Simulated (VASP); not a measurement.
**HfB: single point with PBEsol**

The system is HfB.

```xyz
2
Lattice="0.0000 2.3939 2.3939 2.3939 0.0000 2.3939 2.3939 2.3939 0.0000" Properties=species:S:1:pos:R:3 pbc="T T T"
Hf    2.3939    2.3939    2.3939
B     0.0000    0.0000    0.0000
```

```json
{
 "Program": "VASP 6.6.1",
 "Task": "single point",
 "Functional": "PBEsol",
 "Potentials or basis": "VASP PAW PBE potentials, release 64 (Hf_pv, B)",
 "Cutoff": "520 eV",
 "k mesh": "16 × 16 × 16",
 "Occupations": "gaussian, width 0.1 eV",
 "Spin": "no spin polarisation"
}
```

The pressure is 0.3 GPa.

Levels at points of the mesh, in eV from the Fermi level:
```
           k point  band 3  band 4  band 5  band 6  band 7  band 8  band 9  band 10  band 11  band 12
(0.00, 0.00, 0.00)  -28.81   -9.21    2.04    2.04    2.04    3.69    3.69     3.69     3.80     3.80
(0.50, 0.00, 0.00)  -28.87   -4.72   -4.35   -1.19   -1.19    5.80    5.80     6.67     7.86    12.93
(0.50, 0.50, 0.00)  -28.99   -6.41   -1.18   -0.88    2.05    2.05    5.55     6.98     6.98     7.98
```

Wall time 22 s on 1 thread of Intel(R) Xeon(R) 6975P-C (Granite Rapids), with other jobs on the host, peak memory 0.19 GiB.

Caveat: the PAW data sets were made with another functional, which shifts forces and pressure a little; spin-orbit coupling is left out, which moves the levels of the heavy elements.
